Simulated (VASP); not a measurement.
# AgPd2 (Fm-3m) in VASP: notebook

Runs on AgPd2. Level: PBE. Tasks: single point, relaxation of cell and atoms.

All numbers are computed with VASP 6.6.1; they aren't measurements. Logs are shortened: lines on timing, memory, paths and dates and some standing lists are left out, and cuts for length are marked.

## 1. The cell of the first run

Symmetry: Fm-3m, No. 225, cubic system. Conventional cell: a = 6.154 Å, b = 6.154 Å, c = 6.154 Å, α = 90.00°, β = 90.00°, γ = 90.00°. Within 3.5 Å of Ag (site symmetry m-3m) lie 8 Pd at 2.66 Å. Pd (site symmetry -43m) has 4 Ag at 2.66 Å and 6 Pd at 3.08 Å within 3.5 Å.

The cell was built from a structure type or drawn by symmetry, and may not be a known phase.

## 2. Single point, PBE

Contents of INCAR:

```
ALGO = Normal
EDIFF = 1E-6
ENCUT = 520
GGA = PE
ISIF = 2
ISMEAR = 0
LASPH = True
LCHARG = True
LELF = True
LREAL = False
LVHAR = True
LWAVE = False
NBANDS = 22
NELM = 100
PREC = Accurate
SIGMA = 0.1
```

Contents of KPOINTS:

```
k-points
0
Gamma
  6 6 6
```

Contents of POSCAR:

```
AgPd2
1.0
    0.0000000000      3.0767614146      3.0767614146
    3.0767614146      0.0000000000      3.0767614146
    3.0767614146      3.0767614146      0.0000000000
Ag Pd
1 2
Direct
    0.0000000000      0.0000000000      0.0000000000
    0.2500000000      0.2500000000      0.2500000000
    0.7500000000      0.7500000000      0.7500000000
```

Potentials or basis: VASP PAW PBE potentials, release 64 (Ag, Pd).

The run is started by

```
$ cat potpaw_PBE.64/Ag/POTCAR potpaw_PBE.64/Pd/POTCAR > POTCAR
$ mpirun -np 1 vasp_std > vasp.out
```

OUTCAR:

```text
EDIFF = 1E-6
   ENCUT = 520
   GGA = PE
   ISIF = 2
   ISMEAR = 0
   LASPH = True
   LREAL = False
   NELM = 100
   PREC = Accurate

 ion  position               nearest neighbor table
   1  0.000  0.000  0.000-   3 2.66   3 2.66   3 2.66   2 2.66   3 2.66   2 2.66   2 2.66   2 2.66

   2  0.250  0.250  0.250-   1 2.66   1 2.66   1 2.66   1 2.66   3 3.08   3 3.08   3 3.08   3 3.08
                             3 3.08   3 3.08
   3  0.750  0.750  0.750-   1 2.66   1 2.66   1 2.66   1 2.66   2 3.08   2 3.08   2 3.08   2 3.08
                             2 3.08   2 3.08

  LATTYP: Found a face centered cubic cell.
 ALAT       =     6.1535228292

  Lattice vectors:

 A1 = (   0.0000000000,   3.0767614146,   3.0767614146)
 A2 = (   3.0767614146,   0.0000000000,   3.0767614146)
 A3 = (   3.0767614146,   3.0767614146,   0.0000000000)

Analysis of symmetry for initial positions (statically):
=====================================================================
 Subroutine PRICEL returns:
 Original cell was already a primitive cell.

 Routine SETGRP: Setting up the symmetry group for a
 face centered cubic supercell.

 Subroutine GETGRP returns: Found 48 space group operations
 (whereof 48 operations were pure point group operations)
 out of a pool of 48 trial point group operations.

The static configuration has the point symmetry O_h .

Analysis of symmetry for dynamics (positions and initial velocities):
=====================================================================
 Subroutine PRICEL returns:
 Original cell was already a primitive cell.

 Routine SETGRP: Setting up the symmetry group for a
 face centered cubic supercell.

 Subroutine GETGRP returns: Found 48 space group operations
 (whereof 48 operations were pure point group operations)
 out of a pool of 48 trial point group operations.

The dynamic configuration has the point symmetry O_h .

 Subroutine INISYM returns: Found 48 space group operations
 (whereof 48 operations are pure point group operations),
 and found     1 'primitive' translations

----------------------------------------------------------------------------------------

                                     Primitive cell

  volume of cell :      58.2521

  direct lattice vectors                    reciprocal lattice vectors
     0.000000000  3.076761415  3.076761415    -0.162508538  0.162508538  0.162508538
     3.076761415  0.000000000  3.076761415     0.162508538 -0.162508538  0.162508538
     3.076761415  3.076761415  0.000000000     0.162508538  0.162508538 -0.162508538

  length of vectors
     4.351197721  4.351197721  4.351197721     0.281473045  0.281473045  0.281473045

  position of ions in fractional coordinates (direct lattice)
     0.000000000  0.000000000  0.000000000
     0.250000000  0.250000000  0.250000000
     0.750000000  0.750000000  0.750000000

  ion indices of the primitive-cell ions
   primitive index   ion index
                 1           1
                 2           2
                 3           3

----------------------------------------------------------------------------------------

 KPOINTS: k-points

Automatic generation of k-mesh.
 Grid dimensions read from file:
 generate k-points for:    6    6    6

 Generating k-lattice:

  Cartesian coordinates                     Fractional coordinates (reciprocal lattice)
    -0.027084756  0.027084756  0.027084756     0.166666667  0.000000000  0.000000000
     0.027084756 -0.027084756  0.027084756     0.000000000  0.166666667  0.000000000
     0.027084756  0.027084756 -0.027084756     0.000000000  0.000000000  0.166666667

  Length of vectors
     0.046912174  0.046912174  0.046912174

  Shift w.r.t. Gamma in fractional coordinates (k-lattice)
     0.000000000  0.000000000  0.000000000

 Subroutine IBZKPT returns following result:
 ===========================================

 Found     16 irreducible k-points:

 Following reciprocal coordinates:
            Coordinates               Weight
  0.000000  0.000000  0.000000      1.000000
  0.166667  0.000000  0.000000      8.000000
  0.333333  0.000000  0.000000      8.000000
  0.500000  0.000000  0.000000      4.000000
  0.166667  0.166667  0.000000      6.000000
  0.333333  0.166667  0.000000     24.000000
[... 8 lines left out ...]
 -0.333333  0.333333  0.166667     24.000000
 -0.333333  0.500000  0.166667     12.000000
   k-points           NKPTS =     16   k-points in BZ     NKDIM =     16   number of bands    NBANDS=     22
   number of dos      NEDOS =    301   number of ions     NIONS =      3
   total plane-waves  NPLWV =  32768
   dimension x,y,z NGX =    32 NGY =   32 NGZ =   32
   dimension x,y,z NGXF=    64 NGYF=   64 NGZF=   64
   ions per type =               1   2
   NGX,Y,Z   is equivalent  to a cutoff of  12.23, 12.23, 12.23 a.u.
   NGXF,Y,Z  is equivalent  to a cutoff of  24.45, 24.45, 24.45 a.u.
 SYSTEM =  unknown system
   PREC   = accura    normal or accurate (medium, high low for compatibility)
   ISTART =      0    job   : 0-new  1-cont  2-samecut
   ICHARG =      2    charge: 1-file 2-atom 10-const
   ISPIN  =      1    spin polarized calculation?
   LNONCOLLINEAR =      F non collinear calculations
   LSORBIT =      F    spin-orbit coupling
   LASPH  =      T    aspherical Exc in radial PAW
   ENCUT  =  520.0 eV  38.22 Ry    6.18 a.u.   8.09  8.09  8.09*2*pi/ulx,y,z
   NELM   =    100;   NELMIN=  2; NELMDL= -5     # of ELM steps
   EDIFF  = 0.1E-05   stopping-criterion for ELM
   LREAL  =      F    real-space projection
   EDIFFG = 0.1E-04   stopping-criterion for IOM
   NSW    =      0    number of steps for IOM
   IBRION =     -1    ionic relax: 0-MD 1-quasi-New 2-CG
   NFREE  =      0    steps in history (QN), initial steepest desc. (CG)
   ISIF   =      2    stress and relaxation
   ISYM   =      2    0-nonsym 1-usesym 2-fastsym
   POTIM  = 0.5000    time-step for ionic-motion
   TEBEG  =    0.0;   TEEND  =   0.0 temperature during run
   PSTRESS=    0.0 pullay stress
   NELECT =      31.0000    total number of electrons
   NUPDOWN=      -1.0000    fix difference up-down
   EMIN   =  10.00;   EMAX   =-10.00  energy-range for DOS
   EFERMI =   0.00;   METHOD = LEGACY
   ISMEAR =     0;   SIGMA  =   0.10  broadening in eV -4-tet -1-fermi 0-gaus
   EFERMI_NEDOS =   21; number of points for ismear=-14 and -15
   IALGO  =     38    algorithm
   IMIX   =      4    mixing-type and parameters
     AMIX     =   0.40;   BMIX     =  1.00
     AMIX_MAG =   1.60;   BMIX_MAG =  1.00
  volume/ion in A,a.u.               =      19.42       131.03
  Fermi-wavevector in a.u.,A,eV,Ry     =   1.326656  2.507016 23.946464  1.760015
  Thomas-Fermi vector in A             =   2.456026
   LORBIT       =      0    0 simple, 1 ext, 2 COOP (PROOUT), +10 PAW based schemes
   GGA     = PE    functional components
   LHFCALC =     F    Hartree Fock is set to
   AEXX    =    0.0000 exact exchange contribution
   IVDW    =     0    specifies the selected vdW correction
   LEPSILON=     F    determine dielectric tensor
   LRPA    =     F    only Hartree local field effects (RPA)
 non-spin polarized calculation
 Gauss-broadening in eV      SIGMA  =   0.10
  energy-cutoff  :      520.00
  volume of cell :       58.25
 maximum number of plane-waves:      1588
   NGX = 17   NGY = 17   NGZ = 17

 number of electron      31.0000016 magnetization

 Free energy of the ion-electron system (eV)
  ---------------------------------------------------
  ext. energy  EPLUGINS =         0.00000000
  ---------------------------------------------------
  free energy    TOTEN  =       -11.72660256 eV

  energy without entropy =      -11.70085815  energy(sigma->0) =      -11.71373035

 E-fermi :   5.7953     XC(G=0): -11.2949

 val. band max:        5.7295586517   @ k =   0.3333   0.1667   0.0000
 cond. band min:       5.8064605294   @ k =  -0.3333   0.5000   0.1667
 fundamental gap:      0.0769018777
 Fermi energy:         5.7952894421

 k-point     1 :       0.0000    0.0000    0.0000
  band No.  band energies     occupation
      1       0.3071      2.00000
      2       1.4125      2.00000
      3       1.4125      2.00000
      4       1.7433      2.00000
      5       1.7433      2.00000
      6       1.7433      2.00000
[... 14 lines left out ...]
     21      16.1115      0.00000
     22      16.1115      0.00000

 k-point     2 :       0.1667    0.0000    0.0000
  band No.  band energies     occupation
      1       0.6606      2.00000
      2       1.5091      2.00000
      3       1.5091      2.00000
      4       1.6750      2.00000
      5       1.7002      2.00000
      6       1.7002      2.00000
[... 14 lines left out ...]
     21      16.2369      0.00000
     22      16.2369      0.00000

 k-point     3 :       0.3333    0.0000    0.0000
  band No.  band energies     occupation
      1       1.3511      2.00000
      2       1.6096      2.00000
      3       1.6096      2.00000
      4       1.7446      2.00000
      5       1.7446      2.00000
      6       1.8323      2.00000
[... 14 lines left out ...]
     21      15.7854      0.00000
     22      15.7855      0.00000

 k-point     4 :       0.5000    0.0000    0.0000
  band No.  band energies     occupation
      1       1.4571      2.00000
      2       1.5739      2.00000
      3       1.5739      2.00000
      4       1.8764      2.00000
      5       1.8764      2.00000
      6       2.3546      2.00000
[... 14 lines left out ...]
     21      15.4821      0.00000
     22      15.5186      0.00000

 k-point     5 :       0.1667    0.1667    0.0000
  band No.  band energies     occupation
      1       0.7784      2.00000
      2       1.4913      2.00000
      3       1.5805      2.00000
      4       1.6376      2.00000
      5       1.6859      2.00000
      6       1.6859      2.00000
[... 14 lines left out ...]
     21      15.0760      0.00000
     22      17.7642      0.00000

 k-point     6 :       0.3333    0.1667    0.0000
  band No.  band energies     occupation
      1       1.3594      2.00000
      2       1.5218      2.00000
      3       1.5972      2.00000
      4       1.6260      2.00000
      5       1.7827      2.00000
      6       1.8075      2.00000
[... 14 lines left out ...]
     21      15.9279      0.00000
     22      17.7518      0.00000

 k-point     7 :       0.5000    0.1667    0.0000
  band No.  band energies     occupation
      1       1.4178      2.00000
      2       1.4951      2.00000
      3       1.5780      2.00000
      4       1.7642      2.00000
      5       1.9750      2.00000
      6       2.4055      2.00000
[... 14 lines left out ...]
     21      17.0644      0.00000
     22      17.4080      0.00000

 k-point     8 :      -0.3333    0.1667    0.0000
  band No.  band energies     occupation
      1       1.3787      2.00000
      2       1.5403      2.00000
      3       1.5871      2.00000
      4       1.8055      2.00000
      5       1.8653      2.00000
      6       2.2289      2.00000
[... 14 lines left out ...]
     21      16.6637      0.00000
     22      16.8399      0.00000

 k-point     9 :      -0.1667    0.1667    0.0000
  band No.  band energies     occupation
      1       1.1398      2.00000
      2       1.6082      2.00000
      3       1.6320      2.00000
      4       1.6510      2.00000
      5       1.6591      2.00000
      6       1.6903      2.00000
[... 14 lines left out ...]
     21      15.9530      0.00000
     22      16.2850      0.00000

 k-point    10 :       0.3333    0.3333    0.0000
  band No.  band energies     occupation
      1       1.3467      2.00000
      2       1.4722      2.00000
      3       1.6328      2.00000
      4       1.6328      2.00000
      5       1.9925      2.00000
      6       2.0208      2.00000
[... 14 lines left out ...]
     21      14.6076      0.00000
     22      20.1430      0.00000

 k-point    11 :       0.5000    0.3333    0.0000
  band No.  band energies     occupation
      1       1.2449      2.00000
      2       1.5456      2.00000
      3       1.5541      2.00000
      4       1.6036      2.00000
      5       2.2150      2.00000
      6       2.6249      2.00000
[... 14 lines left out ...]
     21      15.6026      0.00000
     22      19.9198      0.00000

 k-point    12 :      -0.3333    0.3333    0.0000
  band No.  band energies     occupation
      1       1.2679      2.00000
      2       1.5135      2.00000
      3       1.5750      2.00000
      4       1.7167      2.00000
      5       2.1068      2.00000
      6       2.6213      2.00000
[... 14 lines left out ...]
     21      18.3825      0.00000
     22      19.2334      0.00000

 k-point    13 :       0.5000    0.5000    0.0000
  band No.  band energies     occupation
      1       1.1638      2.00000
      2       1.4415      2.00000
      3       1.6253      2.00000
      4       1.6253      2.00000
      5       2.3815      2.00000
      6       2.8374      2.00000
[... 14 lines left out ...]
     21      14.5292      0.00000
     22      22.2474      0.00000

 k-point    14 :       0.5000    0.3333    0.1667
  band No.  band energies     occupation
      1       1.3996      2.00000
      2       1.4184      2.00000
      3       1.6353      2.00000
      4       1.6530      2.00000
      5       1.9973      2.00000
      6       2.3242      2.00000
[... 14 lines left out ...]
     21      15.9807      0.00000
     22      16.9441      0.00000

 k-point    15 :      -0.3333    0.3333    0.1667
  band No.  band energies     occupation
      1       1.3607      2.00000
      2       1.3654      2.00000
      3       1.6293      2.00000
      4       1.7337      2.00000
      5       2.0697      2.00000
      6       2.6433      2.00000
[... 14 lines left out ...]
     21      16.2837      0.00000
     22      18.5450      0.00000

 k-point    16 :      -0.3333    0.5000    0.1667
  band No.  band energies     occupation
      1       1.2331      2.00000
      2       1.4412      2.00000
      3       1.6057      2.00000
      4       1.6463      2.00000
      5       2.2213      2.00000
      6       2.7988      2.00000
[... 14 lines left out ...]
     21      15.9588      0.00000
     22      18.9626      0.00000

------------------------ aborting loop because EDIFF is reached ----------------------------------------

  FORCE on cell =-STRESS in cart. coord.  units (eV):
  Direction    XX          YY          ZZ          XY          YZ          ZX
  --------------------------------------------------------------------------------------
  -------------------------------------------------------------------------------------
  Total       -0.0637904     -0.0637904     -0.0637904     -0.0000000      0.0000000     -0.0000000
  in kB       -1.7545034     -1.7545034     -1.7545034     -0.0000000      0.0000000     -0.0000000
  external PRESSURE =      -1.7545034 kB  Pullay stress =       0.0000000 kB

 VOLUME and BASIS-vectors are now :
 -----------------------------------------------------------------------------
  energy-cutoff  :      520.00
  volume of cell :       58.25
      direct lattice vectors                 reciprocal lattice vectors
     0.000000000  3.076761415  3.076761415    -0.162508538  0.162508538  0.162508538
     3.076761415  0.000000000  3.076761415     0.162508538 -0.162508538  0.162508538
     3.076761415  3.076761415  0.000000000     0.162508538  0.162508538 -0.162508538

 POSITION                                       TOTAL-FORCE (eV/Angst)
 -----------------------------------------------------------------------------------
      0.00000      0.00000      0.00000        -0.000000     -0.000000     -0.000000
      1.53838      1.53838      1.53838         0.000000      0.000000      0.000000
      4.61514      4.61514      4.61514         0.000000     -0.000000     -0.000000
 -----------------------------------------------------------------------------------
    total drift:                                0.000000     -0.000000      0.000000

  FREE ENERGIE OF THE ION-ELECTRON SYSTEM (eV)
  ---------------------------------------------------
  free  energy   TOTEN  =       -11.7266025571 eV

  energy  without entropy=      -11.7008581519  energy(sigma->0) =      -11.71373035
```

It took 12 s on 1 thread of AMD EPYC 9R45 (Zen 5), shared host; peak memory 0.15 GiB.

What came out:

- Free energy: -11.7266 eV
- Pressure: -0.2 GPa
- Band gap on the k mesh: zero (an odd number of electrons rules out a gap without spin polarisation)

Levels at points of the mesh, in eV from the Fermi level:
```csv
k point,band 13,band 14,band 15,band 16,band 17,band 18
"(0.00, 0.00, 0.00)",-0.21,-0.21,0.14,0.14,8.63,8.63
"(0.50, 0.00, 0.00)",-0.99,-0.64,-0.42,-0.42,0.68,7.50
"(0.50, 0.50, 0.00)",-0.23,-0.23,0.09,0.45,1.79,2.97
```

## 3. Relaxation of cell and atoms, PBE

This run uses another cell than the first one, of 17.75 Å³/atom.

Contents of INCAR:

```
  PREC = Accurate
  ENCUT = 600
  EDIFF = 1E-7
  ISMEAR = 0
  SIGMA = 0.1
  LREAL = F
  LASPH = T
  NELM = 100
  ALGO = Normal
  ISIF = 3
  LWAVE = F
  LCHARG = F
  GGA = PE
  IBRION = 2
  NSW = 90
  EDIFFG = -0.04
```

Contents of KPOINTS:

```
Automatic mesh
0
Gamma
  6 6 6
```

Contents of POSCAR:

```
AgPd2
1.0
    0.0000000000      2.9857738800      2.9857738800
    2.9857738800      0.0000000000      2.9857738800
    2.9857738800      2.9857738800      0.0000000000
Ag Pd
1 2
Direct
    0.0000000000      0.0000000000      0.0000000000
    0.2500000000      0.2500000000      0.2500000000
    0.7500000000      0.7500000000      0.7500000000
```

Potentials or basis: VASP PAW PBE potentials, release 64 (Ag, Pd).

The run is started by

```
$ cat potpaw_PBE.64/Ag/POTCAR potpaw_PBE.64/Pd/POTCAR > POTCAR
$ mpirun -np 1 vasp_std > vasp.out
```

Wall time 38 s (1 thread of AMD EPYC 9R45 (Zen 5), shared host); peak memory 0.19 GiB.

Results (log left out):

```
Free energy                           : -11.7232 eV
Relaxed volume                        : 19.39 Å³/atom
Relaxed cell                          : a = 4.349 Å, b = 4.349 Å, c = 4.349 Å, α = 60.00°, β = 60.00°, γ = 60.00°
Space group after relaxing (to 0.1 Å) : Fm-3m (No. 225)
Energy gained by relaxing             : 49.4 meV/atom
Ionic steps                           : 3
Pressure after relaxing               : -0.1 GPa
Band gap on the k mesh                : zero (an odd number of electrons rules out a gap without spin polarisation)
```

The path:
```csv
step,energy change (eV),largest force (eV/Å),pressure (GPa),volume (Å³)
1,0.0000,0.0000,10.70,53.24
2,-0.0504,0.0000,-5.96,62.90
3,-0.1482,0.0000,-0.07,58.16
```

Final structure:
```yaml
crystal:
  lattice:
    - [0.00000, 3.07513, 3.07513]
    - [3.07513, 0.00000, 3.07513]
    - [3.07513, 3.07513, 0.00000]
  atoms:
    - { symbol: Ag, position: [0.00000, 0.00000, 0.00000] }
    - { symbol: Pd, position: [0.25000, 0.25000, 0.25000] }
    - { symbol: Pd, position: [0.75000, 0.75000, 0.75000] }
```

Levels at points of the mesh, in eV from the Fermi level:
```tsv
k point	band 13	band 14	band 15	band 16	band 17	band 18
(0.00, 0.00, 0.00)	-0.21	-0.21	0.14	0.14	8.64	8.64
(0.50, 0.00, 0.00)	-0.99	-0.64	-0.42	-0.42	0.68	7.51
(0.50, 0.50, 0.00)	-0.23	-0.23	0.09	0.45	1.79	2.97
```
